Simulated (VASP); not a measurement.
Here is a VASP 6.6.1 calculation.

Contents of INCAR:

```
SYSTEM = Si2Ni
PREC = Accurate ; ENCUT = 520
EDIFF = 1E-7 ; ISMEAR = 0
SIGMA = 0.1 ; LREAL = .FALSE.
LASPH = .TRUE. ; NELM = 100
ALGO = Normal ; ISIF = 2
LWAVE = .FALSE. ; LCHARG = .FALSE.
GGA = PE ; NBANDS = 16
```

The input KPOINTS:

```
Automatic mesh
0
G
  14 14 14
  0 0 0
```

File POSCAR:

```
Si2Ni
1.0
    0.0000000000      2.6996469897      2.6996469897
    2.6996469897      0.0000000000      2.6996469897
    2.6996469897      2.6996469897      0.0000000000
Si Ni
2 1
Direct
    0.2500000000      0.2500000000      0.2500000000
    0.7500000000      0.7500000000      0.7500000000
    0.0000000000      0.0000000000      0.0000000000
```

Potentials or basis: VASP PAW PBE potentials, release 64 (Si, Ni).

Run with:

```sh
$ cat potpaw_PBE.64/Si/POTCAR potpaw_PBE.64/Ni/POTCAR > POTCAR
$ mpirun -np 1 vasp_std > vasp.out
```

(1) Predict the pressure.

(2) Predict the band gap on the k mesh.

## Answers

(1) 4.0 GPa.

(2) zero (bands 9 and 10 overlap by 2.12 eV).

Caveat: the cell stands under pressure.
